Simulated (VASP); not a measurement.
# Si (P6/mmm) in VASP: a series of runs

Si is run at these levels: LDA; tasks: single point.

All numbers are computed with VASP 6.6.1; they aren't measurements. Logs are shortened: lines on timing, memory, paths and dates and some standing lists are left out, and cuts for length are marked.

## 1. The cell of the first run

The structure is hexagonal, space group P6/mmm (No. 191). The conventional cell has a = 2.555 Å, b = 2.555 Å, c = 2.528 Å, α = 90.00°, β = 90.00°, γ = 120.00°. Within 3.3 Å of Si (site symmetry 6/mmm) lie 8 Si at 2.53 to 2.56 Å.

This isn't the form of Si at room conditions, which is diamond.

## 2. Single point, LDA (strain -0.025 along x and y, +0.025 along z)

Contents of INCAR:

```
PREC     = Accurate       # precision mode
ENCUT    = 520            # plane-wave cutoff, eV
EDIFF    = 1E-7           # SCF threshold, eV
ISMEAR   = 0              # smearing method
SIGMA    = 0.15           # smearing width, eV
LREAL    = F              # projectors in reciprocal space
LASPH    = T              # aspherical terms in the spheres
NELM     = 80             # most SCF steps
ALGO     = Normal         # electronic algorithm
ISIF     = 2              # what is computed and relaxed
LWAVE    = F              # write WAVECAR
LCHARG   = F              # write CHGCAR
NBANDS   = 8              # bands
```

Contents of KPOINTS:

```
Automatic mesh
0
Gamma
  24 24 20
```

Contents of POSCAR:

```
Si
1.0
    2.5550292445      0.0000000000      0.0000000000
   -1.2775146223      2.2127202332      0.0000000000
    0.0000000000      0.0000000000      2.5280132497
Si
1
Direct
    0.0000000000      0.0000000000      0.0000000000
```

Potentials or basis: VASP PAW LDA potentials, release 64 (Si).

Command:

```bash
> cat potpaw_LDA.64/Si/POTCAR > POTCAR
> mpirun -np 1 vasp_std > vasp.out
```

OUTCAR:

```text
PREC = Accurate
   ENCUT = 520
   EDIFF = 1E-7
   ISMEAR = 0
   LREAL = F
   LASPH = T
   NELM = 80
   ISIF = 2

 ion  position               nearest neighbor table
   1  0.000  0.000  0.000-

  LATTYP: Found a hexagonal cell.
 ALAT       =     2.5550292445
 C/A-ratio  =     0.9894263462

  Lattice vectors:

 A1 = (   2.5550292445,   0.0000000000,   0.0000000000)
 A2 = (  -1.2775146223,   2.2127202332,   0.0000000000)
 A3 = (   0.0000000000,   0.0000000000,   2.5280132497)

Analysis of symmetry for initial positions (statically):
=====================================================================
 Subroutine PRICEL returns:
 Original cell was already a primitive cell.

 Routine SETGRP: Setting up the symmetry group for a
 hexagonal supercell.

 Subroutine GETGRP returns: Found 24 space group operations
 (whereof 24 operations were pure point group operations)
 out of a pool of 24 trial point group operations.

The static configuration has the point symmetry D_6h.

Analysis of symmetry for dynamics (positions and initial velocities):
=====================================================================
 Subroutine PRICEL returns:
 Original cell was already a primitive cell.

 Routine SETGRP: Setting up the symmetry group for a
 hexagonal supercell.

 Subroutine GETGRP returns: Found 24 space group operations
 (whereof 24 operations were pure point group operations)
 out of a pool of 24 trial point group operations.

The dynamic configuration has the point symmetry D_6h.

 Subroutine INISYM returns: Found 24 space group operations
 (whereof 24 operations are pure point group operations),
 and found     1 'primitive' translations

----------------------------------------------------------------------------------------

                                     Primitive cell

  volume of cell :      14.2923

  direct lattice vectors                    reciprocal lattice vectors
     2.555029245  0.000000000  0.000000000     0.391384953  0.225966208  0.000000000
    -1.277514622  2.212720233  0.000000000     0.000000000  0.451932416  0.000000000
     0.000000000  0.000000000  2.528013250     0.000000000  0.000000000  0.395567547

  length of vectors
     2.555029245  2.555029245  2.528013250     0.451932416  0.451932416  0.395567547

  position of ions in fractional coordinates (direct lattice)
     0.000000000  0.000000000  0.000000000

  ion indices of the primitive-cell ions
   primitive index   ion index
                 1           1

----------------------------------------------------------------------------------------

 KPOINTS: Automatic mesh

Automatic generation of k-mesh.
 Grid dimensions read from file:
 generate k-points for:   24   24   20

 Generating k-lattice:

  Cartesian coordinates                     Fractional coordinates (reciprocal lattice)
     0.016307706  0.009415259  0.000000000     0.041666667  0.000000000  0.000000000
     0.000000000  0.018830517  0.000000000     0.000000000  0.041666667  0.000000000
     0.000000000  0.000000000  0.019778377     0.000000000  0.000000000  0.050000000

  Length of vectors
     0.018830517  0.018830517  0.019778377

  Shift w.r.t. Gamma in fractional coordinates (k-lattice)
     0.000000000  0.000000000  0.000000000

 Subroutine IBZKPT returns following result:
 ===========================================

 Found    671 irreducible k-points:

 Following reciprocal coordinates:
            Coordinates               Weight
  0.000000  0.000000  0.000000      1.000000
  0.041667 -0.000000  0.000000      6.000000
  0.083333 -0.000000  0.000000      6.000000
  0.125000 -0.000000  0.000000      6.000000
  0.166667  0.000000  0.000000      6.000000
  0.208333 -0.000000  0.000000      6.000000
[... 16 lines left out ...]
  0.416667  0.041667  0.000000     12.000000
  0.458333  0.041667  0.000000     12.000000
 [... further k-points ...]
   k-points           NKPTS =    671   k-points in BZ     NKDIM =    671   number of bands    NBANDS=      8
   number of dos      NEDOS =    301   number of ions     NIONS =      1
   total plane-waves  NPLWV =   8000
   dimension x,y,z NGX =    20 NGY =   20 NGZ =   20
   dimension x,y,z NGXF=    40 NGYF=   40 NGZF=   40
   ions per type =               1
   NGX,Y,Z   is equivalent  to a cutoff of  13.01, 13.01, 13.15 a.u.
   NGXF,Y,Z  is equivalent  to a cutoff of  26.03, 26.03, 26.30 a.u.
 SYSTEM =  unknown system
   PREC   = accura    normal or accurate (medium, high low for compatibility)
   ISTART =      0    job   : 0-new  1-cont  2-samecut
   ICHARG =      2    charge: 1-file 2-atom 10-const
   ISPIN  =      1    spin polarized calculation?
   LNONCOLLINEAR =      F non collinear calculations
   LSORBIT =      F    spin-orbit coupling
   LASPH  =      T    aspherical Exc in radial PAW
   ENCUT  =  520.0 eV  38.22 Ry    6.18 a.u.   4.75  4.75  4.70*2*pi/ulx,y,z
   NELM   =     80;   NELMIN=  2; NELMDL= -5     # of ELM steps
   EDIFF  = 0.1E-06   stopping-criterion for ELM
   LREAL  =      F    real-space projection
   EDIFFG = 0.1E-05   stopping-criterion for IOM
   NSW    =      0    number of steps for IOM
   IBRION =     -1    ionic relax: 0-MD 1-quasi-New 2-CG
   NFREE  =      0    steps in history (QN), initial steepest desc. (CG)
   ISIF   =      2    stress and relaxation
   ISYM   =      2    0-nonsym 1-usesym 2-fastsym
   POTIM  = 0.5000    time-step for ionic-motion
   TEBEG  =    0.0;   TEEND  =   0.0 temperature during run
   PSTRESS=    0.0 pullay stress
   NELECT =       4.0000    total number of electrons
   NUPDOWN=      -1.0000    fix difference up-down
   EMIN   =  10.00;   EMAX   =-10.00  energy-range for DOS
   EFERMI =   0.00;   METHOD = LEGACY
   ISMEAR =     0;   SIGMA  =   0.15  broadening in eV -4-tet -1-fermi 0-gaus
   EFERMI_NEDOS =   21; number of points for ismear=-14 and -15
   IALGO  =     38    algorithm
   IMIX   =      4    mixing-type and parameters
     AMIX     =   0.40;   BMIX     =  1.00
     AMIX_MAG =   1.60;   BMIX_MAG =  1.00
  volume/ion in A,a.u.               =      14.29        96.45
  Fermi-wavevector in a.u.,A,eV,Ry     =   1.070847  2.023608 15.601993  1.146714
  Thomas-Fermi vector in A             =   2.206570
   LORBIT       =      0    0 simple, 1 ext, 2 COOP (PROOUT), +10 PAW based schemes
   GGA     = CA    functional components
   LHFCALC =     F    Hartree Fock is set to
   AEXX    =    0.0000 exact exchange contribution
   IVDW    =     0    specifies the selected vdW correction
   LEPSILON=     F    determine dielectric tensor
   LRPA    =     F    only Hartree local field effects (RPA)
 non-spin polarized calculation
 Gauss-broadening in eV      SIGMA  =   0.15
  energy-cutoff  :      520.00
  volume of cell :       14.29
 maximum number of plane-waves:       405
 NGX is ok and might be reduce to    20
   NGX =  9   NGY =  9   NGZ =  9

 number of electron       4.0000001 magnetization

 Free energy of the ion-electron system (eV)
  ---------------------------------------------------
  ext. energy  EPLUGINS =         0.00000000
  ---------------------------------------------------
  free energy    TOTEN  =        -5.71622434 eV

  energy without entropy =       -5.71206541  energy(sigma->0) =       -5.71414487

 E-fermi :   9.9816     XC(G=0): -11.2498

 val. band max:        9.9795487092   @ k =   0.2500   0.2500   0.3000
 cond. band min:       9.9951690285   @ k =   0.4167   0.0833   0.4000
 fundamental gap:      0.0156203193
 Fermi energy:         9.9815916724

 k-point     1 :       0.0000    0.0000    0.0000
  band No.  band energies     occupation
      1      -4.3595      2.00000
      2      16.5871      0.00000
      3      16.9587      0.00000
      4      21.4812      0.00000
      5      21.4812      0.00000
      6      22.8750      0.00000
      7      22.8750      0.00000
      8      28.5747      0.00000

 k-point     2 :       0.0417   -0.0000    0.0000
  band No.  band energies     occupation
      1      -4.3083      2.00000
      2      16.6305      0.00000
      3      16.8937      0.00000
      4      20.8119      0.00000
      5      20.9606      0.00000
      6      23.0181      0.00000
      7      23.4829      0.00000
      8      29.1452      0.00000

 k-point     3 :       0.0833   -0.0000    0.0000
  band No.  band energies     occupation
      1      -4.1544      2.00000
      2      16.6168      0.00000
      3      16.7605      0.00000
      4      19.6201      0.00000
      5      20.1382      0.00000
      6      23.0309      0.00000
      7      24.5664      0.00000
      8      30.4106      0.00000

 k-point     4 :       0.1250   -0.0000    0.0000
  band No.  band energies     occupation
      1      -3.8984      2.00000
      2      15.8721      0.00000
      3      16.9769      0.00000
      4      18.6747      0.00000
      5      19.3427      0.00000
      6      22.9004      0.00000
      7      25.7956      0.00000
      8      31.2847      0.00000

 k-point     5 :       0.1667    0.0000    0.0000
  band No.  band energies     occupation
      1      -3.5405      2.00000
      2      14.5790      0.00000
      3      17.2794      0.00000
      4      18.2007      0.00000
      5      18.6176      0.00000
      6      22.7851      0.00000
      7      27.1241      0.00000
      8      32.0598      0.00000
[... 177 lines left out ...]
 k-point    22 :       0.3750    0.0417    0.0000
  band No.  band energies     occupation
      1       0.2458      2.00000
      2       6.1503      2.00000
      3      15.0181      0.00000
      4      18.2341      0.00000
      5      20.4287      0.00000
      6      25.0214      0.00000
      7      25.9721      0.00000
      8      30.3683      0.00000

 k-point    23 :       0.4167    0.0417    0.0000
  band No.  band energies     occupation
      1       1.2380      2.00000
      2       4.8021      2.00000
      3      14.8500      0.00000
      4      18.1285      0.00000
      5      21.1797      0.00000
      6      24.9167      0.00000
      7      25.8781      0.00000
      8      29.2259      0.00000

 k-point    24 :       0.4583    0.0417    0.0000
  band No.  band energies     occupation
      1       2.3043      2.00000
      2       3.5572      2.00000
      3      14.7656      0.00000
      4      18.0732      0.00000
      5      21.7971      0.00000
      6      24.1458      0.00000
      7      26.7676      0.00000
      8      28.1817      0.00000

 [... further k-points ...]

------------------------ aborting loop because EDIFF is reached ----------------------------------------

  FORCE on cell =-STRESS in cart. coord.  units (eV):
  Direction    XX          YY          ZZ          XY          YZ          ZX
  --------------------------------------------------------------------------------------
  -------------------------------------------------------------------------------------
  Total        0.6006201      0.6006201     -0.5902239     -0.0000000      0.0000000      0.0000000
  in kB       67.3300106     67.3300106    -66.1645878     -0.0000000      0.0000000      0.0000000
  external PRESSURE =      22.8318112 kB  Pullay stress =       0.0000000 kB

 VOLUME and BASIS-vectors are now :
 -----------------------------------------------------------------------------
  energy-cutoff  :      520.00
  volume of cell :       14.29
      direct lattice vectors                 reciprocal lattice vectors
     2.555029245  0.000000000  0.000000000     0.391384953  0.225966208  0.000000000
    -1.277514622  2.212720233  0.000000000     0.000000000  0.451932416  0.000000000
     0.000000000  0.000000000  2.528013250     0.000000000  0.000000000  0.395567547

 POSITION                                       TOTAL-FORCE (eV/Angst)
 -----------------------------------------------------------------------------------
      0.00000      0.00000      0.00000         0.000000      0.000000      0.000000
 -----------------------------------------------------------------------------------
    total drift:                               -0.000000     -0.000000      0.000000

  FREE ENERGIE OF THE ION-ELECTRON SYSTEM (eV)
  ---------------------------------------------------
  free  energy   TOTEN  =        -5.7162243350 eV

  energy  without entropy=       -5.7120654064  energy(sigma->0) =       -5.71414487
```

Run time: 62 s. Hardware: 1 thread of Intel Xeon 8259CL, shared host; peak memory 0.17 GiB.

What came out:

* Free energy: -5.7162 eV
* Pressure: 2.3 GPa
* Band gap on the k mesh: zero (bands 2 and 3 overlap by 11.29 eV)

Caveat: the cell differs from its parent crystal (strain -0.025 along x and y, +0.025 along z).

## 3. Single point, LDA (strain -0.025 along x and y, +0.050 along z)

Contents of INCAR:

```
SYSTEM = Si
  PREC = Accurate
  ENCUT = 520
  EDIFF = 1E-7
  ISMEAR = 0
  SIGMA = 0.15
  LREAL = .FALSE.
  LASPH = .TRUE.
  NELM = 60
  ALGO = Normal
  ISIF = 2
  LWAVE = .FALSE.
  LCHARG = .FALSE.
  GGA = CA
  NBANDS = 8
```

Contents of KPOINTS:

```
Automatic mesh
0
G
  24 24 20
  0 0 0
```

Edit POSCAR of step 2 so:

```diff
@@ -4,3 +4,3 @@
    -1.2775146223      2.2127202332      0.0000000000
-    0.0000000000      0.0000000000      2.5280132497
+    0.0000000000      0.0000000000      2.5896721095
 Si
```

Potentials or basis: VASP PAW LDA potentials, release 64 (Si).

Command:

```bash
> cat potpaw_LDA.64/Si/POTCAR > POTCAR
> mpirun -np 1 vasp_std > vasp.out
```

It took 67 s on 1 thread of Intel Xeon 8259CL, shared host; peak memory 0.16 GiB.

The run converged. Its results:

```yaml
Free_energy: -5.6959 eV
Pressure: -0.3 GPa
Band_gap_on_the_k_mesh: zero (bands 2 and 3 overlap by 10.49 eV)
```

Stress tensor (GPa, compression positive):
```
  5.51   0.00   0.00
  0.00   5.51   0.00
  0.00   0.00 -11.88
```

Levels at points of the mesh, in eV from the Fermi level:
```csv
k point,band 1,band 2,band 3,band 4,band 5
"(0.00, 0.00, 0.00)",-14.13,5.80,6.67,11.70,11.70
"(0.50, 0.00, 0.00)",-7.07,-6.71,6.06,7.13,11.10
"(0.00, 0.00, 0.50)",-10.14,-7.24,14.49,14.49,15.10
"(0.50, 0.00, 0.50)",-3.61,-2.37,-1.57,1.55,8.94
```

Caveat: the cell differs from its parent crystal (strain -0.025 along x and y, +0.050 along z).
